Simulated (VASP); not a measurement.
# Fe2O3 (R-3c) in VASP: electric field gradients with PBE

Aim: the electric field gradients of Fe2O3 with PBE.

Program: VASP 6.6.1. These are calculated values, not measurements. Logs are shortened: lines on timing, memory, paths and dates and some standing lists are left out, and cuts for length are marked.

### 1 The cell of the first run

The structure is trigonal, space group R-3c (No. 167). Conventional cell: a = 4.773 Å, b = 4.773 Å, c = 13.304 Å, α = 90.00°, β = 90.00°, γ = 120.00°. Within 2.6 Å of Fe (site symmetry 3) lie 6 O at 1.89 to 1.96 Å and 1 Fe at 2.54 Å. Within 2.9 Å of O (site symmetry 2) lie 4 Fe at 1.89 to 1.96 Å and 12 O at 2.59 to 2.84 Å.

### 2 Electric field gradients, PBE, collinear spin, ferromagnetic start

File INCAR:

```
PREC = Accurate
ENCUT = 520
EDIFF = 1E-8
ISMEAR = 0
SIGMA = 0.05
LREAL = False
LASPH = True
NELM = 200
ALGO = Normal
ISIF = 2
LWAVE = False
LCHARG = False
ISPIN = 2
MAGMOM = 0.95 0.95 0.95 0.95 0 0 0 0 0 0
LORBIT = 11
LMAXMIX = 4
GGA = PE
LEFG = True
NBANDS = 49
GGA_COMPAT = False
```

File KPOINTS:

```
Automatic mesh
0
Gamma
  6 6 6
```

File POSCAR:

```
Fe2O3
1.0
    2.3865028533      1.3778480648      4.4345385293
   -2.3865028533      1.3778480648      4.4345385293
    0.0000000000     -2.7556961296      4.4345385293
Fe O
4 6
Direct
    0.3454541915      0.3454541915      0.3454541915
    0.1545458085      0.1545458085      0.1545458085
    0.6545458085      0.6545458085      0.6545458085
    0.8454541915      0.8454541915      0.8454541915
    0.5632180992      0.9367819008      0.2500000000
    0.2500000000      0.5632180992      0.9367819008
    0.9367819008      0.2500000000      0.5632180992
    0.4367819008      0.0632180992      0.7500000000
    0.7500000000      0.4367819008      0.0632180992
    0.0632180992      0.7500000000      0.4367819008
```

Potentials or basis: VASP PAW PBE potentials, release 64 (Fe, O).

Command:

```bash
$ cat potpaw_PBE.64/Fe/POTCAR potpaw_PBE.64/O/POTCAR > POTCAR
$ mpirun -np 1 vasp_std > vasp.out
```

OUTCAR:

```text
PREC = Accurate
   ENCUT = 520
   EDIFF = 1E-8
   ISMEAR = 0
   LREAL = False
   LASPH = True
   NELM = 200
   ISIF = 2
   ISPIN = 2
   LORBIT = 11
   GGA = PE

 ion  position               nearest neighbor table
   1  0.345  0.345  0.345-  10 1.89   8 1.89   9 1.89   5 1.96   7 1.96   6 1.96   2 2.54   3 2.77
                             3 2.77   3 2.77
   2  0.155  0.155  0.155-   9 1.89   8 1.89  10 1.89   5 1.96   7 1.96   6 1.96   1 2.54   4 2.77
                             4 2.77   4 2.77
   3  0.655  0.655  0.655-   7 1.89   5 1.89   6 1.89   8 1.96   9 1.96  10 1.96   4 2.54   1 2.77
                             1 2.77   1 2.77
   4  0.845  0.845  0.845-   6 1.89   5 1.89   7 1.89   8 1.96   9 1.96  10 1.96   3 2.54   2 2.77
                             2 2.77   2 2.77
   5  0.563  0.937  0.250-   3 1.89   4 1.89   1 1.96   2 1.96
   6  0.250  0.563  0.937-   4 1.89   3 1.89   1 1.96   2 1.96
   7  0.937  0.250  0.563-   3 1.89   4 1.89   1 1.96   2 1.96
   8  0.437  0.063  0.750-   1 1.89   2 1.89   3 1.96   4 1.96
   9  0.750  0.437  0.063-   2 1.89   1 1.89   3 1.96   4 1.96
  10  0.063  0.750  0.437-   1 1.89   2 1.89   3 1.96   4 1.96

  LATTYP: Found a trigonal (rhomboedric) cell.
 ALAT       =     5.2210145687
 COS(alpha) =     0.5821272017

  Lattice vectors:

 A1 = (   2.3865028533,   1.3778480648,   4.4345385293)
 A2 = (  -2.3865028533,   1.3778480648,   4.4345385293)
 A3 = (   0.0000000000,  -2.7556961296,   4.4345385293)

Analysis of symmetry for initial positions (statically):
=====================================================================
 Subroutine PRICEL returns:
 Original cell was already a primitive cell.

 Routine SETGRP: Setting up the symmetry group for a
 trigonal (rhombohedral) supercell.

 Subroutine GETGRP returns: Found 12 space group operations
 (whereof  6 operations were pure point group operations)
 out of a pool of 12 trial point group operations.

The static configuration has the point symmetry S_6 .
 The point group associated with its full space group is D_3d.

Analysis of symmetry for dynamics (positions and initial velocities):
=====================================================================
 Subroutine PRICEL returns:
 Original cell was already a primitive cell.

 Routine SETGRP: Setting up the symmetry group for a
 trigonal (rhombohedral) supercell.

 Subroutine GETGRP returns: Found 12 space group operations
 (whereof  6 operations were pure point group operations)
 out of a pool of 12 trial point group operations.

The dynamic configuration has the point symmetry S_6 .
 The point group associated with its full space group is D_3d.

Analysis of structural, dynamic, and magnetic symmetry:
=====================================================================
 Subroutine PRICEL returns:
 Original cell was already a primitive cell.

 Routine SETGRP: Setting up the symmetry group for a
 trigonal (rhombohedral) supercell.

 Subroutine GETGRP returns: Found 12 space group operations
 (whereof  6 operations were pure point group operations)
 out of a pool of 12 trial point group operations.

The overall configuration has the point symmetry S_6 .
 The point group associated with its full space group is D_3d.

 Subroutine INISYM returns: Found 12 space group operations
 (whereof  6 operations are pure point group operations),
 and found     1 'primitive' translations

----------------------------------------------------------------------------------------

                                     Primitive cell

  volume of cell :      87.4909

  direct lattice vectors                    reciprocal lattice vectors
     2.386502853  1.377848065  4.434538529     0.209511587  0.120961571  0.075167536
    -2.386502853  1.377848065  4.434538529    -0.209511587  0.120961571  0.075167536
[... 159 lines left out ...]
  band No.  band energies     occupation
      1     -15.5684      1.00000
      2     -13.6825      1.00000
      3     -13.6550      1.00000
      4     -13.6550      1.00000
      5     -13.5084      1.00000
      6     -13.5084      1.00000
[... 1165 lines left out ...]
     45      14.9305      0.00000
     46      15.2405      0.00000

 [... further k-points ...]

 spin component 2

 k-point     1 :       0.0000    0.0000    0.0000
  band No.  band energies     occupation
      1     -15.5050      1.00000
      2     -13.6230      1.00000
      3     -13.5908      1.00000
      4     -13.5908      1.00000
      5     -13.4469      1.00000
      6     -13.4469      1.00000
[... 1165 lines left out ...]
     45      15.0600      0.00000
     46      15.3706      0.00000

 [... further k-points ...]

 [bands above 46 left out]

------------------------ aborting loop because EDIFF is reached ----------------------------------------

  FORCE on cell =-STRESS in cart. coord.  units (eV):
  Direction    XX          YY          ZZ          XY          YZ          ZX
  --------------------------------------------------------------------------------------
  -------------------------------------------------------------------------------------
  Total        0.8902569      0.8902569      0.8663638      0.0000000      0.0000000      0.0000000
  in kB       16.3028276     16.3028276     15.8652855      0.0000000      0.0000000      0.0000000
  external PRESSURE =      16.1569802 kB  Pullay stress =       0.0000000 kB

 VOLUME and BASIS-vectors are now :
 -----------------------------------------------------------------------------
  energy-cutoff  :      520.00
  volume of cell :       87.49
      direct lattice vectors                 reciprocal lattice vectors
     2.386502853  1.377848065  4.434538529     0.209511587  0.120961571  0.075167536
    -2.386502853  1.377848065  4.434538529    -0.209511587  0.120961571  0.075167536
     0.000000000 -2.755696130  4.434538529     0.000000000 -0.241923142  0.075167536

 POSITION                                       TOTAL-FORCE (eV/Angst)
 -----------------------------------------------------------------------------------
      0.00000      0.00000      4.59579         0.000000     -0.000000      0.042317
      0.00000      0.00000      2.05602         0.000000     -0.000000     -0.042317
      0.00000      0.00000      8.70783         0.000000     -0.000000     -0.042317
      0.00000      0.00000     11.24760         0.000000     -0.000000      0.042317
     -0.89151      1.37785      7.76044         0.022449     -0.000000      0.000000
     -0.74750     -1.46100      7.76044        -0.011225      0.019442      0.000000
      1.63901      0.08315      7.76044        -0.011225     -0.019442      0.000000
      0.89151     -1.37785      5.54317        -0.022449     -0.000000      0.000000
      0.74750      1.46100      5.54317         0.011225     -0.019442      0.000000
     -1.63901     -0.08315      5.54317         0.011225      0.019442      0.000000
 -----------------------------------------------------------------------------------
    total drift:                               -0.000000      0.000000     -0.000000

  FREE ENERGIE OF THE ION-ELECTRON SYSTEM (eV)
  ---------------------------------------------------
  free  energy   TOTEN  =       -74.6209268783 eV

  energy  without entropy=      -74.6065057627  energy(sigma->0) =      -74.61371632

 Electric field gradients (V/A^2)
---------------------------------------------------------------------
 ion       V_xx      V_yy      V_zz      V_xy      V_xz      V_yz
---------------------------------------------------------------------
   1     -22.018   -22.018    44.035     0.000     0.000     0.000
   2     -22.018   -22.018    44.035    -0.000    -0.000     0.000
   3     -22.018   -22.018    44.035     0.000     0.000     0.000
   4     -22.018   -22.018    44.035    -0.000    -0.000     0.000
   5      22.275   -21.205    -1.070     0.000     0.000   -43.662
   6     -10.335    11.405    -1.070   -18.827    37.812    21.831
   7     -10.335    11.405    -1.070    18.827   -37.812    21.831
   8      22.275   -21.205    -1.070    -0.000     0.000   -43.662
   9     -10.335    11.405    -1.070   -18.827    37.812    21.831
  10     -10.335    11.405    -1.070    18.827   -37.812    21.831
---------------------------------------------------------------------

 Electric field gradients after diagonalization (V/A^2)
 (convention: |V_zz| > |V_xx| > |V_yy|)
----------------------------------------------------------------------
 ion       V_xx      V_yy      V_zz     asymmetry (V_yy - V_xx)/ V_zz
----------------------------------------------------------------------
   1     -22.018   -22.018    44.035       0.000
   2     -22.018   -22.018    44.035       0.000
   3     -22.018   -22.018    44.035       0.000
   4     -22.018   -22.018    44.035       0.000
   5      33.670    22.275   -55.945       0.204
   6      33.670    22.275   -55.945       0.204
   7      33.670    22.275   -55.945       0.204
   8      33.670    22.275   -55.945       0.204
   9      33.670    22.275   -55.945       0.204
  10      33.670    22.275   -55.945       0.204
----------------------------------------------------------------------

           NMR quadrupolar parameters

 Cq : quadrupolar parameter    Cq=e*Q*V_zz/h
 eta: asymmetry parameters     (V_yy - V_xx)/ V_zz
 Q  : nuclear electric quadrupole moment in mb (millibarn)
----------------------------------------------------------------------
 ion       Cq(MHz)       eta       Q (mb)
----------------------------------------------------------------------
   1       0.106       0.000       1.000
   2       0.106       0.000       1.000
   3       0.106       0.000       1.000
   4       0.106       0.000       1.000
   5      -0.135       0.204       1.000
   6      -0.135       0.204       1.000
   7      -0.135       0.204       1.000
   8      -0.135       0.204       1.000
   9      -0.135       0.204       1.000
  10      -0.135       0.204       1.000
----------------------------------------------------------------------

 total charge

# of ion       s       p       d       tot
------------------------------------------
    1        0.409   0.654   6.305   7.369
    2        0.409   0.654   6.305   7.369
    3        0.409   0.654   6.305   7.369
    4        0.409   0.654   6.305   7.369
    5        1.561   3.452   0.000   5.014
    6        1.561   3.452   0.000   5.014
    7        1.561   3.452   0.000   5.014
    8        1.561   3.452   0.000   5.014
    9        1.561   3.452   0.000   5.014
   10        1.561   3.452   0.000   5.014
--------------------------------------------------
tot         11.007  23.329  25.222  59.557

 magnetization (x)

# of ion       s       p       d       tot
------------------------------------------
    1        0.007   0.010   0.927   0.943
    2        0.007   0.010   0.927   0.943
    3        0.007   0.010   0.927   0.943
    4        0.007   0.010   0.927   0.943
    5        0.000   0.028   0.000   0.028
    6        0.000   0.028   0.000   0.028
    7        0.000   0.028   0.000   0.028
    8        0.000   0.028   0.000   0.028
    9        0.000   0.028   0.000   0.028
   10        0.000   0.028   0.000   0.028
--------------------------------------------------
tot          0.028   0.207   3.707   3.941
```

Wall time 15 min (1 thread of Intel Xeon 8259CL, shared host); peak memory 0.41 GiB.

What came out:

| Property | Result |
| --- | --- |
| Free energy | -74.6209 eV |
| Pressure | 1.6 GPa |
| Largest force | 0.042 eV/Å |
| Band gap on the k mesh | zero (filled and empty bands overlap) |
| Net moment | 4.00 μB per cell |
| Site moments | Fe +0.94; O +0.03 μB |
| Largest electric field gradient by atom | Fe +44.0; O -55.9 V/Å² |
| Valence electrons inside the program's atomic spheres | Fe 7.37; O 5.01 |

Forces on the atoms (eV/Å):
```
Fe   0.000  0.000  0.042
Fe   0.000  0.000 -0.042
Fe   0.000  0.000 -0.042
Fe   0.000  0.000  0.042
O    0.022  0.000  0.000
O   -0.011  0.019  0.000
O   -0.011 -0.019  0.000
O   -0.022  0.000  0.000
O    0.011 -0.019  0.000
O    0.011  0.019  0.000
```

Electric field gradients, principal values (V/Å²):
```
atom    least   middle  greatest (by size)
1 Fe  -22.018  -22.018              44.035
2 Fe  -22.018  -22.018              44.035
3 Fe  -22.018  -22.018              44.035
4 Fe  -22.018  -22.018              44.035
 5 O   22.275   33.670             -55.945
 6 O   22.275   33.670             -55.945
 7 O   22.275   33.670             -55.945
 8 O   22.275   33.670             -55.945
 9 O   22.275   33.670             -55.945
10 O   22.275   33.670             -55.945
```

Caveat: without QUAD_EFG the Cq values of the log hold for a quadrupole moment of 1 mb, not for the nuclei; semilocal functionals often make such compounds metallic where correlation or magnetic order opens a gap, which also shifts bond lengths; the run started ferromagnetic, and an antiferromagnetic order may lie lower in energy.
